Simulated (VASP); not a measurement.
# Sc2Ta3O (P-4m2) in VASP: a series of runs, part 2 of 2

VASP 6.6.1.

**3. Single point, PBE**

This run uses another cell than the first one, of 18.29 Å³/atom.

INCAR

```
SYSTEM = Sc2Ta3O
ALGO     = Normal         ! electronic algorithm
EDIFF    = 1E-6           ! SCF threshold, eV
ENCUT    = 520            ! plane-wave cutoff, eV
GGA      = PE             ! functional
ISIF     = 2              ! what is computed and relaxed
ISMEAR   = 0              ! smearing method
LASPH    = .True.         ! aspherical terms in the spheres
LCHARG   = .False.        ! write CHGCAR
LREAL    = .False.        ! projectors in reciprocal space
LWAVE    = .False.        ! write WAVECAR
NBANDS   = 40             ! bands
NELM     = 60             ! most SCF steps
PREC     = Accurate       ! precision mode
SIGMA    = 0.1            ! smearing width, eV
```

KPOINTS

```
k-points
0
Gamma
  6 6 2
  0 0 0
```

POSCAR

```
Sc2Ta3O
1.0
    2.9812281641      0.0000000000      0.0000000000
    0.0000000000      2.9812281641      0.0000000000
    0.0000000000      0.0000000000     12.3464879498
Sc Ta O
2 3 1
Direct
    0.5000000000      0.0000000000      0.7678261326
    0.0000000000      0.5000000000      0.2321738674
    0.5000000000      0.0000000000      0.4089491459
    0.0000000000      0.5000000000      0.5910508541
    0.0000000000      0.0000000000      0.0000000000
    0.5000000000      0.5000000000      0.0000000000
```

Potentials or basis: VASP PAW PBE potentials, release 64 (Sc_sv, Ta_pv, O).

On the command line:

```bash
> cat potpaw_PBE.64/Sc_sv/POTCAR potpaw_PBE.64/Ta_pv/POTCAR potpaw_PBE.64/O/POTCAR > POTCAR
> mpirun -np 1 vasp_std > vasp.out
```

OUTCAR:

```text
SYSTEM = Sc2Ta3O
   EDIFF = 1E-6
   ENCUT = 520
   GGA = PE
   ISIF = 2
   ISMEAR = 0
   LASPH = .True.
   LREAL = .False.
   NELM = 60
   PREC = Accurate

 ion  position               nearest neighbor table
   1  0.500  0.000  0.768-   4 3.03   4 3.03   4 3.03   4 3.03   5 3.23   5 3.23
   2  0.000  0.500  0.232-   3 3.03   3 3.03   3 3.03   3 3.03   5 3.23   5 3.23
   3  0.500  0.000  0.409-   2 3.03   2 3.03   2 3.03   2 3.03   4 3.08   4 3.08   4 3.08   4 3.08

   4  0.000  0.500  0.591-   1 3.03   1 3.03   1 3.03   1 3.03   3 3.08   3 3.08   3 3.08   3 3.08

   5  0.000  0.000  0.000-   6 2.11   6 2.11   6 2.11   6 2.11   2 3.23   1 3.23   1 3.23   2 3.23

   6  0.500  0.500  0.000-   5 2.11   5 2.11   5 2.11   5 2.11

  LATTYP: Found a simple tetragonal cell.
 ALAT       =     2.9812281641
 C/A-ratio  =     4.1414099392

  Lattice vectors:

 A1 = (   2.9812281641,   0.0000000000,   0.0000000000)
 A2 = (   0.0000000000,   2.9812281641,   0.0000000000)
 A3 = (   0.0000000000,   0.0000000000,  12.3464879498)

Analysis of symmetry for initial positions (statically):
=====================================================================
 Subroutine PRICEL returns:
 Original cell was already a primitive cell.

 Routine SETGRP: Setting up the symmetry group for a
 simple tetragonal supercell.

 Subroutine GETGRP returns: Found  8 space group operations
 (whereof  8 operations were pure point group operations)
 out of a pool of 16 trial point group operations.

The static configuration has the point symmetry D_2d.

Analysis of symmetry for dynamics (positions and initial velocities):
=====================================================================
 Subroutine PRICEL returns:
 Original cell was already a primitive cell.

 Routine SETGRP: Setting up the symmetry group for a
 simple tetragonal supercell.

 Subroutine GETGRP returns: Found  8 space group operations
 (whereof  8 operations were pure point group operations)
 out of a pool of 16 trial point group operations.

The dynamic configuration has the point symmetry D_2d.
[... 125 lines left out ...]
  Thomas-Fermi vector in A             =   2.473948
   LORBIT       =      0    0 simple, 1 ext, 2 COOP (PROOUT), +10 PAW based schemes
   GGA     = PE    functional components
   LHFCALC =     F    Hartree Fock is set to
   AEXX    =    0.0000 exact exchange contribution
   IVDW    =     0    specifies the selected vdW correction
   LEPSILON=     F    determine dielectric tensor
   LRPA    =     F    only Hartree local field effects (RPA)
 non-spin polarized calculation
 Gauss-broadening in eV      SIGMA  =   0.10
  energy-cutoff  :      520.00
  volume of cell :      109.73
 maximum number of plane-waves:      2981
 NGX is ok and might be reduce to    24
   NGX = 11   NGY = 11   NGZ = 45

 number of electron      60.9999997 magnetization

 Free energy of the ion-electron system (eV)
  ---------------------------------------------------
  ext. energy  EPLUGINS =         0.00000000
  ---------------------------------------------------
  free energy    TOTEN  =       -54.47468765 eV

  energy without entropy =      -54.44080235  energy(sigma->0) =      -54.45774500

 E-fermi :   5.2864     XC(G=0): -11.3851

 val. band max:        5.2740896011   @ k =   0.3333   0.1667   0.0000
 cond. band min:       5.2904431500   @ k =   0.5000   0.0000   0.5000
 fundamental gap:      0.0163535490
 Fermi energy:         5.2863836073

 k-point     1 :       0.0000    0.0000    0.0000
  band No.  band energies     occupation
      1     -43.9310      2.00000
      2     -43.9310      2.00000
      3     -30.3333      2.00000
      4     -30.3333      2.00000
      5     -30.1335      2.00000
      6     -29.1087      2.00000
[... 849 lines left out ...]
     39       9.1310      0.00000
     40       9.3705      0.00000

------------------------ aborting loop because EDIFF is reached ----------------------------------------

  FORCE on cell =-STRESS in cart. coord.  units (eV):
  Direction    XX          YY          ZZ          XY          YZ          ZX
  --------------------------------------------------------------------------------------
  -------------------------------------------------------------------------------------
  Total        0.1269466      0.1269466      0.0271035      0.0000000      0.0000000      0.0000000
  in kB        1.8535223      1.8535223      0.3957323      0.0000000      0.0000000      0.0000000
  external PRESSURE =       1.3675923 kB  Pullay stress =       0.0000000 kB

 VOLUME and BASIS-vectors are now :
 -----------------------------------------------------------------------------
  energy-cutoff  :      520.00
  volume of cell :      109.73
      direct lattice vectors                 reciprocal lattice vectors
     2.981228164  0.000000000  0.000000000     0.335432226  0.000000000  0.000000000
     0.000000000  2.981228164  0.000000000     0.000000000  0.335432226  0.000000000
     0.000000000  0.000000000 12.346487950     0.000000000  0.000000000  0.080994693

 POSITION                                       TOTAL-FORCE (eV/Angst)
 -----------------------------------------------------------------------------------
      1.49061      0.00000      9.47996        -0.000000      0.000000      0.003057
      0.00000      1.49061      2.86653         0.000000      0.000000     -0.003057
      1.49061      0.00000      5.04909         0.000000      0.000000      0.006743
      0.00000      1.49061      7.29740         0.000000      0.000000     -0.006743
      0.00000      0.00000      0.00000         0.000000      0.000000     -0.000000
      1.49061      1.49061      0.00000         0.000000     -0.000000     -0.000000
 -----------------------------------------------------------------------------------
    total drift:                                0.000000     -0.000000      0.000000

  FREE ENERGIE OF THE ION-ELECTRON SYSTEM (eV)
  ---------------------------------------------------
  free  energy   TOTEN  =       -54.4746876500 eV

  energy  without entropy=      -54.4408023510  energy(sigma->0) =      -54.45774500
```

OSZICAR:

```text
N       E                     dE             d eps       ncg     rms          rms(c)
DAV:   1     0.877521557689E+03    0.87752E+03   -0.29834E+04  1600   0.160E+03
DAV:   2     0.239752043154E+02   -0.85355E+03   -0.83794E+03  1616   0.577E+02
DAV:   3    -0.551087987863E+02   -0.79084E+02   -0.74920E+02  2624   0.169E+02
DAV:   4    -0.598077565340E+02   -0.46990E+01   -0.44663E+01  2648   0.371E+01
DAV:   5    -0.599300536444E+02   -0.12230E+00   -0.12038E+00  2568   0.567E+00    0.267E+01
DAV:   6    -0.614623654250E+02   -0.15323E+01   -0.57393E+01  2424   0.323E+01    0.151E+01
DAV:   7    -0.568896953133E+02    0.45727E+01   -0.72426E+01  2640   0.251E+01    0.130E+01
DAV:   8    -0.547081254396E+02    0.21816E+01   -0.88227E+00  2304   0.119E+01    0.504E+00
DAV:   9    -0.544953244489E+02    0.21280E+00   -0.14856E+00  2232   0.477E+00    0.123E+00
DAV:  10    -0.545027098034E+02   -0.73854E-02   -0.47770E-01  2320   0.292E+00    0.123E+00
DAV:  11    -0.544751175520E+02    0.27592E-01   -0.17064E-01  2424   0.221E+00    0.325E-01
DAV:  12    -0.544746617372E+02    0.45581E-03   -0.64320E-03  2600   0.476E-01    0.143E-01
DAV:  13    -0.544747728469E+02   -0.11111E-03   -0.17502E-03  2384   0.184E-01    0.670E-02
DAV:  14    -0.544747144338E+02    0.58413E-04   -0.10435E-03  2568   0.107E-01    0.296E-02
DAV:  15    -0.544746892353E+02    0.25199E-04   -0.14176E-04  2296   0.392E-02    0.857E-03
DAV:  16    -0.544746881357E+02    0.10996E-05   -0.44137E-06  1768   0.124E-02    0.328E-03
DAV:  17    -0.544746876500E+02    0.48569E-06   -0.79706E-07  1280   0.671E-03
   1 F= -.54474688E+02 E0= -.54457745E+02  d E =-.338853E-01
```

Wall time 65 s (1 thread of Intel Xeon Platinum 8488C (Sapphire Rapids), shared host); peak memory 0.27 GiB.

Results:

| Quantity | Value |
| --- | --- |
| Free energy | -54.4747 eV |
| Pressure | 0.1 GPa |
| Largest force | 0.007 eV/Å |
| Band gap on the k mesh | zero (an odd number of electrons rules out a gap without spin polarisation) |

Forces in eV/Å, atoms in the order of the input:
```
Sc   0.000  0.000  0.003
Sc   0.000  0.000 -0.003
Ta   0.000  0.000  0.007
Ta   0.000  0.000 -0.007
Ta   0.000  0.000  0.000
O    0.000  0.000  0.000
```

Stress tensor (GPa, compression positive):
```
0.19 0.00 0.00
0.00 0.19 0.00
0.00 0.00 0.04
```

Caveat: spin-orbit coupling is left out, which moves the levels of the heavy elements; an odd number of electrons without spin polarisation forces a metal; a magnetic or distorted state may lie lower.

**4. Relaxation of cell and atoms, PBE**

INCAR

```
PREC = Accurate
ENCUT = 600
EDIFF = 1E-7
ISMEAR = 0
SIGMA = 0.1
LREAL = F
LASPH = T
NELM = 100
ALGO = Normal
ISIF = 3
LWAVE = F
LCHARG = F
GGA = PE
IBRION = 2
NSW = 90
EDIFFG = -0.04
```

KPOINTS

```
regular mesh
0
Gamma
  6 6 2
```

POSCAR

```
Sc2Ta3O
1.0
    3.3845731000      0.0000000000      0.0000000000
    0.0000000000      3.3845731000      0.0000000000
    0.0000000000      0.0000000000      7.5185236900
Sc Ta O
2 3 1
Direct
    0.5000000000      0.0000000000      0.7398749000
    0.0000000000      0.5000000000      0.2601251000
    0.5000000000      0.0000000000      0.3835413500
    0.0000000000      0.5000000000      0.6164586500
    0.0000000000      0.0000000000      0.0000000000
    0.5000000000      0.5000000000      0.0000000000
```

On the command line:

```bash
> cat potpaw_PBE.64/Sc_sv/POTCAR potpaw_PBE.64/Ta_pv/POTCAR potpaw_PBE.64/O/POTCAR > POTCAR
> mpirun -np 1 vasp_std > vasp.out
```

Run time: 20 min. Hardware: 1 thread of Intel Xeon Platinum 8488C (Sapphire Rapids), shared host; peak memory 0.27 GiB.

Results (log left out):

- Free energy: -53.9363 eV
- Relaxed volume: 17.80 Å³/atom
- Relaxed cell: a = 3.024 Å, b = 3.024 Å, c = 11.680 Å, α = 90.00°, β = 90.00°, γ = 90.00°
- Space group after relaxing (to 0.1 Å): P-4m2 (No. 115)
- Energy gained by relaxing: 937.9 meV/atom
- Ionic steps: 29
- Pressure after relaxing: 0.0 GPa
- Largest force after relaxing: 0.018 eV/Å
- Band gap on the k mesh: zero (an odd number of electrons rules out a gap without spin polarisation)

Forces on the atoms (eV/Å):
```
Sc   0.000  0.000 -0.016
Sc   0.000  0.000  0.016
Ta   0.000  0.000  0.018
Ta   0.000  0.000 -0.018
Ta   0.000  0.000  0.000
O    0.000  0.000  0.000
```

The path:
```
step  energy change (eV)  largest force (eV/Å)  pressure (GPa)  volume (Å³)
   1              0.0000                2.1902           29.87        86.13
   2             -1.3643                2.6818          -14.73       123.92
   3             -2.0427                2.7167           -4.01       108.04
   4             -3.0428                2.0798           -3.74       108.30
   5             -3.2294                3.8690            7.10       108.08
   6             -3.9105                0.8108           -0.14       108.38
   7             -4.4536                1.8220            1.66       107.74
   8             -4.3295                3.6018            7.96       105.68
   9             -4.5171                2.6422            3.69       107.07
  10             -4.9394                1.6704           -1.24       110.45
  11             -5.0963                0.9702           -5.43       113.57
  12             -5.0968                1.0353           -4.85       113.07
  13             -5.3336                1.3808            0.21       108.31
  14             -5.3442                0.9504            8.42       102.81
  15             -5.3957                1.2672            3.86       105.59
  16             -5.4903                0.6987            2.47       106.37
  17             -5.4947                0.5585            2.68       106.24
  18             -5.5268                0.3874           -1.43       109.12
  19             -5.5271                0.4030           -1.08       108.86
  20             -5.5508                0.3540           -1.02       108.71
  21             -5.5975                0.4050           -0.86       108.21
  22             -5.6010                0.4616           -0.76       107.95
  23             -5.6188                0.1750            0.49       106.69
  24             -5.6195                0.1067            0.82       106.38
  25             -5.6259                0.0863           -0.71       107.27
  26             -5.6263                0.0500           -0.42       107.10
  27             -5.6276                0.0439            0.14       106.66
  28             -5.6276                0.0446            0.08       106.70
  29             -5.6277                0.0180           -0.03       106.79
```

Final structure:
```
Sc Ta O
1.0
     3.02371    0.00000    0.00000
     0.00000    3.02371    0.00000
     0.00000    0.00000   11.68000
Sc Ta O
2 3 1
Direct
  0.50000 0.00000 0.76805
  0.00000 0.50000 0.23195
  0.50000 0.00000 0.41178
  0.00000 0.50000 0.58822
  0.00000 0.00000 0.00000
  0.50000 0.50000 0.00000
```

Levels at points of the mesh, in eV from the Fermi level:
| k point | band 27 | band 28 | band 29 | band 30 | band 31 | band 32 | band 33 | band 34 | band 35 | band 36 |
| --- | --- | --- | --- | --- | --- | --- | --- | --- | --- | --- |
| (0.00, 0.00, 0.00) | -2.87 | -1.32 | -1.24 | 0.36 | 0.75 | 0.85 | 0.85 | 0.97 | 0.97 | 1.76 |
| (0.50, 0.00, 0.00) | -0.54 | -0.48 | 0.24 | 0.26 | 0.34 | 0.58 | 0.60 | 0.94 | 0.96 | 1.03 |
| (0.50, 0.50, 0.00) | -2.42 | -1.03 | -0.87 | -0.87 | -0.74 | -0.60 | 0.90 | 1.72 | 2.44 | 2.88 |
| (0.00, 0.00, 0.50) | -2.69 | -1.73 | -1.19 | 0.32 | 0.71 | 0.71 | 0.78 | 1.22 | 1.22 | 1.37 |
| (0.50, 0.00, 0.50) | -0.56 | -0.44 | 0.14 | 0.32 | 0.46 | 0.55 | 0.60 | 0.72 | 0.88 | 1.16 |
| (0.50, 0.50, 0.50) | -2.22 | -1.42 | -1.11 | -1.11 | -0.66 | 0.08 | 0.73 | 1.09 | 2.72 | 3.32 |

Caveat: the k points lie up to 0.35 Å⁻¹ apart in the final cell, too coarse for converged energies and pressures of a metal; the volume moved by over 15 % at a fixed basis, so the end points are rough; spin-orbit coupling is left out, which moves the levels of the heavy elements; an odd number of electrons without spin polarisation forces a metal; a magnetic or distorted state may lie lower.

**5. Single point, PBE**

This run uses another cell than the first one, of 18.33 Å³/atom.

INCAR

```
PREC = Accurate
ENCUT = 520
EDIFF = 1E-6
ISMEAR = 0
SIGMA = 0.1
LREAL = False
LASPH = True
NELM = 80
ALGO = Normal
ISIF = 2
LWAVE = False
LCHARG = False
GGA = PE
NBANDS = 40
```

KPOINTS

```
regular mesh
0
Gamma
  12 12 4
```

POSCAR

```
Sc2Ta3O
1.0
    2.9823369996      0.0000000000      0.0000000000
    0.0000000000      2.9823369996      0.0000000000
    0.0000000000      0.0000000000     12.3675612888
Sc Ta O
2 3 1
Direct
    0.5000000000      0.0000000000      0.7666697103
    0.0000000000      0.5000000000      0.2333302897
    0.5000000000      0.0000000000      0.4093145147
    0.0000000000      0.5000000000      0.5906854853
    0.0000000000      0.0000000000      0.0000000000
    0.5000000000      0.5000000000      0.0000000000
```

On the command line:

```bash
> cat potpaw_PBE.64/Sc_sv/POTCAR potpaw_PBE.64/Ta_pv/POTCAR potpaw_PBE.64/O/POTCAR > POTCAR
> mpirun -np 1 vasp_std > vasp.out
```

It took 4.1 min on 1 thread of Intel Xeon Platinum 8488C (Sapphire Rapids), shared host; peak memory 0.45 GiB.

The run converged. Its results:

* Free energy: -54.4801 eV
* Pressure: 0.1 GPa
* Largest force: 0.006 eV/Å
* Band gap on the k mesh: zero (an odd number of electrons rules out a gap without spin polarisation)

Forces on the atoms (eV/Å):
```
Sc   0.000  0.000  0.005
Sc   0.000  0.000 -0.005
Ta   0.000  0.000  0.006
Ta   0.000  0.000 -0.006
Ta   0.000  0.000  0.000
O    0.000  0.000  0.000
```

Stress tensor (GPa, compression positive):
```
0.16 0.00 0.00
0.00 0.16 0.00
0.00 0.00 0.00
```

Levels at points of the mesh, in eV from the Fermi level:
```
           k point  band 28  band 29  band 30  band 31  band 32  band 33  band 34  band 35
(0.00, 0.00, 0.00)    -1.59    -1.32     0.26     0.48     1.12     1.20     1.20     1.24
(0.50, 0.00, 0.00)    -0.44     0.07     0.20     0.35     0.75     0.76     0.89     1.13
(0.50, 0.50, 0.00)    -1.10    -1.10    -0.74    -0.68    -0.59     0.99     1.87     2.47
(0.00, 0.00, 0.50)    -1.94    -1.31     0.20     0.54     0.72     1.08     1.08     1.52
(0.50, 0.00, 0.50)    -0.54     0.03     0.17     0.32     0.70     0.81     1.00     1.11
(0.50, 0.50, 0.50)    -1.27    -1.27    -1.21    -0.64     0.20     0.85     1.14     2.77
```

Caveat: spin-orbit coupling is left out, which moves the levels of the heavy elements; an odd number of electrons without spin polarisation forces a metal; a magnetic or distorted state may lie lower.

**6. The runs side by side**

```csv
task,cell,k mesh,cutoff (eV),gap on the mesh (eV),pressure (GPa),largest force (eV/Å)
single point,"a = 3.385, b = 3.385, c = 7.519 Å, 6 atoms, atomic positions A",6 × 6 × 2,520,none,29.9,2.19
single point,"a = 2.981, b = 2.981, c = 12.346 Å, 6 atoms, atomic positions B",6 × 6 × 2,520,none,0.1,0.01
relaxation of cell and atoms,"relaxed from a = 3.385, b = 3.385, c = 7.519 Å, 6 atoms, atomic positions A",6 × 6 × 2,600,none,0.0,0.02
single point,"a = 2.982, b = 2.982, c = 12.368 Å, 6 atoms, atomic positions C",12 × 12 × 4,520,none,0.1,0.01
```

Alike in all rows: level PBE; potentials or basis VASP PAW PBE potentials, release 64 (Sc_sv, Ta_pv, O); no spin polarisation; smearing gaussian 0.1 eV.

Caveats: some runs use coarse meshes; spin-orbit coupling is left out, which moves the levels of the heavy elements; an odd number of electrons without spin polarisation forces a metal; a magnetic or distorted state may lie lower; the volume moved by over 15 % at a fixed basis, so the end points are rough (at least some runs).

Total energies depend on the potentials used, so only differences within one code and one set of settings carry meaning.
